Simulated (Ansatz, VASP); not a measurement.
## Two plane-wave programs on MgHgSe2

```xyz
4
Lattice="4.3139 0.0000 0.0000 0.0000 4.3139 0.0000 0.0000 0.0000 5.9854" Properties=species:S:1:pos:R:3 pbc="T T T"
Mg    0.0000    0.0000    0.0000
Se    0.0000    2.1569    1.4094
Se    2.1569    0.0000    4.5760
Hg    2.1569    2.1569    2.9927
```

Alike in both runs: task single point; functional HSE06; k mesh 4 × 4 × 2; no spin polarisation.

|  | VASP | Ansatz |
| --- | --- | --- |
| version | VASP 6.6.1 | Ansatz 0.2.0 |
| potentials or method | VASP PAW PBE potentials, release 64 (Mg, Se, Hg) | plane waves |
| plane-wave cutoff (eV) | 520 | 420 |
| occupations | methfessel-paxton of order 1, width 0.199 eV | cold, width 0.5 eV |
| valence electrons in the cell | 26 | 62 |

|  | VASP | Ansatz | Ansatz less VASP |
| --- | --- | --- | --- |
| gap on the k mesh at the Fermi level (eV) | 1.48 | 1.48 | +0.002 |
| pressure (GPa) | 0.0 | 0.0 | +0.04 |
| rms of the force components (eV/Å) | 0.005 | 0.022 | +0.0178 |

VASP's potentials hold 26 valence electrons a cell and Ansatz's 62, so a difference there can come from the potentials and not from the codes. Ansatz's warnings: stress exchange threshold loose, stress scf threshold loose.

The k mesh is coarse, so the values compare programs but aren't converged. Spin-orbit coupling is off throughout.
